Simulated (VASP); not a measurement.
# Cd4S (Im-3m) in VASP: further runs, part 2 of 2

VASP 6.6.1. Earlier steps stand in the parts before.

**3. Single point, PBE**

This run uses another cell than the first one, of 26.49 Å³/atom.

File INCAR:

```
  PREC = Accurate
  ENCUT = 520
  EDIFF = 1E-6
  ISMEAR = 0
  SIGMA = 0.1
  LREAL = False
  LASPH = True
  NELM = 60
  ALGO = Normal
  ISIF = 2
  LWAVE = False
  LCHARG = False
  GGA = PE
  NBANDS = 35
```

File KPOINTS:

```
regular mesh
0
Gamma
  4 4 4
```

File POSCAR:

```
Cd4S
1.0
   -3.2110283926      3.2110283926      3.2110283926
    3.2110283926     -3.2110283926      3.2110283926
    3.2110283926      3.2110283926     -3.2110283926
Cd S
4 1
Direct
    0.5000000000      0.5000000000      0.5000000000
    0.5000000000      0.0000000000      0.0000000000
    0.0000000000      0.0000000000      0.5000000000
    0.0000000000      0.5000000000      0.0000000000
    0.0000000000      0.0000000000      0.0000000000
```

Potentials or basis: VASP PAW PBE potentials, release 64 (Cd, S).

On the command line:

```sh
$ cat potpaw_PBE.64/Cd/POTCAR potpaw_PBE.64/S/POTCAR > POTCAR
$ mpirun -np 1 vasp_std > vasp.out
```

OUTCAR:

```text
PREC = Accurate
   ENCUT = 520
   EDIFF = 1E-6
   ISMEAR = 0
   LREAL = False
   LASPH = True
   NELM = 60
   ISIF = 2
   GGA = PE

 ion  position               nearest neighbor table
   1  0.500  0.500  0.500-   5 2.78   5 2.78   4 3.21   2 3.21   2 3.21   4 3.21   3 3.21   3 3.21

   2  0.500  0.000  0.000-   5 2.78   5 2.78   4 3.21   1 3.21   1 3.21   3 3.21   3 3.21   4 3.21

   3  0.000  0.000  0.500-   5 2.78   5 2.78   4 3.21   1 3.21   2 3.21   4 3.21   2 3.21   1 3.21

   4  0.000  0.500  0.000-   5 2.78   5 2.78   3 3.21   1 3.21   2 3.21   3 3.21   1 3.21   2 3.21

   5  0.000  0.000  0.000-   1 2.78   2 2.78   3 2.78   4 2.78   3 2.78   4 2.78   2 2.78   1 2.78

  LATTYP: Found a body centered cubic cell.
 ALAT       =     6.4220567852

  Lattice vectors:

 A1 = (  -3.2110283926,   3.2110283926,   3.2110283926)
 A2 = (   3.2110283926,  -3.2110283926,   3.2110283926)
 A3 = (   3.2110283926,   3.2110283926,  -3.2110283926)

Analysis of symmetry for initial positions (statically):
=====================================================================
 Subroutine PRICEL returns:
[... 164 lines left out ...]
 cond. band min:       1.8310969471   @ k =   0.5000   0.0000   0.0000
 fundamental gap:      0.4281426618
 Fermi energy:         1.4217464280

 k-point     1 :       0.0000    0.0000    0.0000
  band No.  band energies     occupation
      1     -12.0676      2.00000
      2      -7.2829      2.00000
      3      -7.2829      2.00000
      4      -7.0880      2.00000
      5      -7.0880      2.00000
      6      -6.9957      2.00000
[... 293 lines left out ...]
     34       6.2137      0.00000
     35      11.0289      0.00000

------------------------ aborting loop because EDIFF is reached ----------------------------------------

  FORCE on cell =-STRESS in cart. coord.  units (eV):
  Direction    XX          YY          ZZ          XY          YZ          ZX
  --------------------------------------------------------------------------------------
  -------------------------------------------------------------------------------------
  Total       -0.1348730     -0.1348730     -0.1348730      0.0000000      0.0000000     -0.0000000
  in kB       -1.6317107     -1.6317107     -1.6317107      0.0000000      0.0000000     -0.0000000
  external PRESSURE =      -1.6317107 kB  Pullay stress =       0.0000000 kB

 VOLUME and BASIS-vectors are now :
 -----------------------------------------------------------------------------
  energy-cutoff  :      520.00
  volume of cell :      132.43
      direct lattice vectors                 reciprocal lattice vectors
    -3.211028393  3.211028393  3.211028393     0.000000000  0.155713354  0.155713354
     3.211028393 -3.211028393  3.211028393     0.155713354  0.000000000  0.155713354
     3.211028393  3.211028393 -3.211028393     0.155713354  0.155713354  0.000000000

 POSITION                                       TOTAL-FORCE (eV/Angst)
 -----------------------------------------------------------------------------------
      1.60551      1.60551      1.60551         0.000000     -0.000000      0.000000
     -1.60551      1.60551      1.60551         0.000000      0.000000     -0.000000
      1.60551      1.60551     -1.60551        -0.000000      0.000000     -0.000000
      1.60551     -1.60551      1.60551         0.000000     -0.000000      0.000000
      0.00000      0.00000      0.00000        -0.000000      0.000000     -0.000000
 -----------------------------------------------------------------------------------
    total drift:                               -0.000000     -0.000000      0.000000

  FREE ENERGIE OF THE ION-ELECTRON SYSTEM (eV)
  ---------------------------------------------------
  free  energy   TOTEN  =        -6.1628682165 eV

  energy  without entropy=       -6.1351833273  energy(sigma->0) =       -6.14902577
```

OSZICAR:

```text
N       E                     dE             d eps       ncg     rms          rms(c)
DAV:   1     0.395201004317E+03    0.39520E+03   -0.27284E+04   560   0.145E+03
DAV:   2     0.103318320728E+02   -0.38487E+03   -0.37421E+03   592   0.381E+02
DAV:   3    -0.664996364917E+01   -0.16982E+02   -0.16771E+02   617   0.809E+01
DAV:   4    -0.681041106009E+01   -0.16045E+00   -0.16023E+00   599   0.643E+00
DAV:   5    -0.681187665023E+01   -0.14656E-02   -0.14655E-02   623   0.618E-01    0.113E+01
DAV:   6    -0.614063033566E+01    0.67125E+00   -0.22710E+00   675   0.950E+00    0.860E+00
DAV:   7    -0.616822245442E+01   -0.27592E-01   -0.43328E-01   590   0.250E+00    0.366E+00
DAV:   8    -0.616363281308E+01    0.45896E-02   -0.39882E-02   608   0.935E-01    0.999E-01
DAV:   9    -0.616258523771E+01    0.10476E-02   -0.95710E-03   614   0.559E-01    0.159E-01
DAV:  10    -0.616285766082E+01   -0.27242E-03   -0.14646E-03   581   0.248E-01    0.586E-02
DAV:  11    -0.616285003490E+01    0.76259E-05   -0.82309E-05   652   0.407E-02    0.278E-02
DAV:  12    -0.616286810061E+01   -0.18066E-04   -0.31638E-05   575   0.288E-02    0.135E-02
DAV:  13    -0.616286821650E+01   -0.11589E-06   -0.26832E-06   559   0.552E-03
   1 F= -.61628682E+01 E0= -.61490258E+01  d E =-.276849E-01
```

Run time: 68 s. Hardware: 1 thread of Intel Xeon 8259CL, shared host; peak memory 0.26 GiB.

Results:

| Item | Value |
| --- | --- |
| Free energy | -6.1629 eV |
| Pressure | -0.2 GPa |
| Band gap on the k mesh | zero (bands 27 and 28 overlap by 1.89 eV) |

Levels at points of the mesh, in eV from the Fermi level:
```
           k point  band 25  band 26  band 27  band 28  band 29  band 30
(0.00, 0.00, 0.00)    -3.99     0.50     0.50     0.50     1.54     1.54
(0.50, 0.00, 0.00)    -2.85    -1.12     0.41     1.86     1.92     2.43
(0.50, 0.50, 0.50)    -1.23    -1.23     1.34     1.34     1.34     2.74
```

**4. Single point, PBE**

This run uses another cell than the first one, of 26.54 Å³/atom.

File INCAR:

```
  ALGO = Normal
  EDIFF = 1E-6
  ENCUT = 520
  GGA = PE
  ISIF = 2
  ISMEAR = 0
  LASPH = True
  LCHARG = False
  LREAL = False
  LWAVE = False
  NBANDS = 35
  NELM = 80
  PREC = Accurate
  SIGMA = 0.1
```

File KPOINTS:

```
k-points
0
Gamma
  8 8 8
```

POSCAR: that of step 3 with these lines changed.

```diff
@@ -2,5 +2,5 @@
 1.0
-   -3.2110283926      3.2110283926      3.2110283926
-    3.2110283926     -3.2110283926      3.2110283926
-    3.2110283926      3.2110283926     -3.2110283926
+   -3.2131236555      3.2131236555      3.2131236555
+    3.2131236555     -3.2131236555      3.2131236555
+    3.2131236555      3.2131236555     -3.2131236555
 Cd S
```

On the command line:

```sh
$ cat potpaw_PBE.64/Cd/POTCAR potpaw_PBE.64/S/POTCAR > POTCAR
$ mpirun -np 1 vasp_std > vasp.out
```

Run time: 3.5 min. Hardware: 1 thread of Intel Xeon 8259CL, shared host; peak memory 0.31 GiB.

It converged, with:

| Property | Result |
| --- | --- |
| Free energy | -6.1593 eV |
| Pressure | 0.2 GPa |
| Band gap on the k mesh | zero (bands 27 and 28 overlap by 1.89 eV) |

Levels at points of the mesh, in eV from the Fermi level:
```
           k point  band 25  band 26  band 27  band 28  band 29  band 30
(0.00, 0.00, 0.00)    -4.25     0.15     0.15     0.15     1.18     1.18
(0.50, 0.00, 0.00)    -3.20    -1.47     0.12     1.52     1.56     2.10
(0.50, 0.50, 0.50)    -1.58    -1.58     1.03     1.03     1.03     2.41
```

**5. Summary**

```csv
cell,k mesh,gap on the mesh (eV),pressure (GPa)
"a = 5.302 Å, angles 109.5°, 5 atoms",4 × 4 × 4,none,7.2
"a = 5.562 Å, angles 109.5°, 5 atoms",4 × 4 × 4,none,-0.2
"a = 5.565 Å, angles 109.5°, 5 atoms",8 × 8 × 8,none,0.2
```

Alike in all rows: task single point; level PBE; potentials or basis VASP PAW PBE potentials, release 64 (Cd, S); no spin polarisation; cutoff (eV) 520; smearing gaussian 0.1 eV.

Caveats: some runs use coarse meshes.

Total energies depend on the potentials used, so only differences within one code and one set of settings carry meaning.
